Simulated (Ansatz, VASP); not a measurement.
GaN in VASP and in Ansatz

Contents of INCAR:

```
PREC     = Accurate       # precision mode
ENCUT    = 520            # plane-wave cutoff, eV
EDIFF    = 1E-6           # SCF threshold, eV
ISMEAR   = 0              # smearing method
SIGMA    = 0.01           # smearing width, eV
LREAL    = False          # projectors in reciprocal space
LASPH    = True           # aspherical terms in the spheres
NELM     = 100            # most SCF steps
ALGO     = Normal         # electronic algorithm
ISIF     = 2              # what is computed and relaxed
LWAVE    = False          # write WAVECAR
LCHARG   = False          # write CHGCAR
GGA      = PE             # functional
NBANDS   = 26             # bands
```

Contents of KPOINTS:

```
Automatic mesh
0
Gamma
  12 12 4
```

The input POSCAR:

```
GaN
1.0
    3.1800000000      0.0000000000      0.0000000000
   -1.5900000000      2.7539607800      0.0000000000
    0.0000000000      0.0000000000      5.1660000000
Ga N
2 2
Direct
    0.3333333333      0.6666666667      0.0000000000
    0.6666666667      0.3333333333      0.5000000000
    0.3333333333      0.6666666667      0.3750000000
    0.6666666667      0.3333333333      0.8750000000
```

Input for Ansatz:

```yaml
crystal:
  lattice:
    - [3.18, 0.0, 0.0]
    - [-1.59, 2.75396078, 0.0]
    - [0.0, 0.0, 5.166]
  atoms:
    - { symbol: Ga, position: [0.3333333333333333, 0.6666666666666666, 0.0] }
    - { symbol: Ga, position: [0.6666666666666666, 0.3333333333333333, 0.5] }
    - { symbol: "N", position: [0.3333333333333333, 0.6666666666666666, 0.375] }
    - { symbol: "N", position: [0.6666666666666666, 0.3333333333333333, 0.875] }
basis:
  ecutwfc: 420.0
kpoints:
  mp_grid:
    grid: [12, 12, 4]
hamiltonian:
  xc: pbe
  pseudopotentials:
    kind: paw
scf:
  max_iter: 95
  occupations:
    method: fixed
output:
  stress: true
```

Alike in both runs: task single point; functional PBE; k mesh 12 × 12 × 4; no spin polarisation.

```csv
,VASP,Ansatz
version,VASP 6.6.1,Ansatz 0.2.0
potentials or method,"VASP PAW PBE potentials, release 64 (Ga_d, N), cutoff 520 eV","plane waves, PAW"
occupations,"gaussian, width 0.01 eV",fixed
valence electrons in the cell,36,36
```

|  | VASP | Ansatz | Ansatz less VASP |
| --- | --- | --- | --- |
| pressure (GPa) | 7.3 | 7.3 | -0.05 |
| traceless stress, the component that is largest in VASP (GPa) | 1.44 | 1.43 | -0.008 |
